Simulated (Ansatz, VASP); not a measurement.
**CdF2: VASP beside Ansatz**

Contents of INCAR:

```
SYSTEM = CdF2
PREC = Accurate ; ENCUT = 520
EDIFF = 1E-6 ; ISMEAR = 0
SIGMA = 0.05 ; LREAL = .False.
LASPH = .True. ; NELM = 80
ALGO = Normal ; ISIF = 2
LWAVE = .False. ; LCHARG = .False.
GGA = PE ; NBANDS = 20
```

File KPOINTS:

```
regular mesh
0
Gamma
  8 8 8
  0 0 0
```

The input POSCAR:

```
CdF2
1.0
    0.0000000000      2.7402705265      2.6306597054
    2.7402705265      0.0000000000      2.6306597054
    2.7402705265      2.7402705265      0.0000000000
Cd F
1 2
Direct
    0.0000000000      0.0000000000      0.0000000000
    0.2500000000      0.2500000000      0.2500000000
    0.7500000000      0.7500000000      0.7500000000
```

Input for Ansatz:

```yaml
crystal:
  lattice:
    - [0.0, 2.7402705265, 2.6306597054]
    - [2.7402705265, 0.0, 2.6306597054]
    - [2.7402705265, 2.7402705265, 0.0]
  atoms:
    - { symbol: Cd, position: [0.0, 0.0, 0.0] }
    - { symbol: F, position: [0.25, 0.25, 0.25] }
    - { symbol: F, position: [0.75, 0.75, 0.75] }
basis:
  ecutwfc: 520.0
kpoints:
  mp_grid: { grid: [8, 8, 8] }
hamiltonian:
  xc: pbe
  pseudopotentials: { kind: paw }
scf:
  occupations: { method: gaussian, width: 0.05 }
output:
  forces: true
  stress: true
  eigenvalues: true
  write_density: true
  write_potential: true
  elf: true
  volumetric_format: npy
```

Change from the starting cell: engineering shear strain xy +0.0000, normal strain along z -0.0400.

Alike in both runs: task single point; functional PBE; k mesh 8 × 8 × 8; occupations gaussian, width 0.05 eV; no spin polarisation.

```csv
,VASP,Ansatz
version,VASP 6.6.1,Ansatz 0.2.0
potentials or method,"VASP PAW PBE potentials, release 64 (Cd, F), cutoff 520 eV","scalar-relativistic, plane waves, PAW"
valence electrons in the cell,26,34
```

```tsv
	VASP	Ansatz	Ansatz less VASP
gap on the k mesh at the Fermi level (eV)	2.97	3.01	+0.033
least direct gap on the mesh (eV)	3.49	3.52	+0.032
pressure (GPa)	4.9	4.2	-0.71
traceless stress, the component that is largest in VASP (GPa)	2.95	2.99	+0.042
```

VASP's potentials hold 26 valence electrons a cell and Ansatz's 34, so a difference there can come from the potentials and not from the codes.
